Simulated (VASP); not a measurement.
FeCO3, 10 atoms in the cell. Symmetry: R-3c, No. 167, trigonal system. The conventional cell has a = 4.462 Å, b = 4.462 Å, c = 13.299 Å, α = 90.00°, β = 90.00°, γ = 120.00°. Within 2.6 Å of Fe (site symmetry -3) lie 6 O at 1.97 Å. C (site symmetry 32) has 3 O at 1.24 Å within 1.7 Å. O (site symmetry 2) has 1 C at 1.24 Å within 1.7 Å. 

| Property | Result |
| --- | --- |
| Program | VASP 6.6.1 |
| Task | single point |
| Functional | r2SCAN |
| Potentials or basis | VASP PAW PBE potentials, release 64 (Fe, C, O) |
| Cutoff | 520 eV |
| k mesh | 5 × 5 × 5 |
| Occupations | fermi-dirac, width 0.1 eV |
| Spin | no spin polarisation |
| Dipole correction | no |
| Further INCAR settings | ALGO = Normal; EDIFF = 1e-07; NBANDS = 41 |

Potentials or basis: VASP PAW PBE potentials, release 64 (Fe, C, O).

Launch:

```sh
$ cat potpaw_PBE.64/Fe/POTCAR potpaw_PBE.64/C/POTCAR potpaw_PBE.64/O/POTCAR > POTCAR
$ cp INCAR.step1 INCAR
$ mpirun -np 1 vasp_std > vasp.out
$ cp INCAR.step2 INCAR
$ mpirun -np 1 vasp_std > vasp.out
```

Hardware: 1 thread of AMD EPYC 9R45 (Zen 5), on a shared host.

Question: Estimate the wall time of this run.

Answer: It took 6.7 min on 1 thread of AMD EPYC 9R45 (Zen 5), with other jobs on the host, peak memory 0.24 GiB. Counts: k points 19.
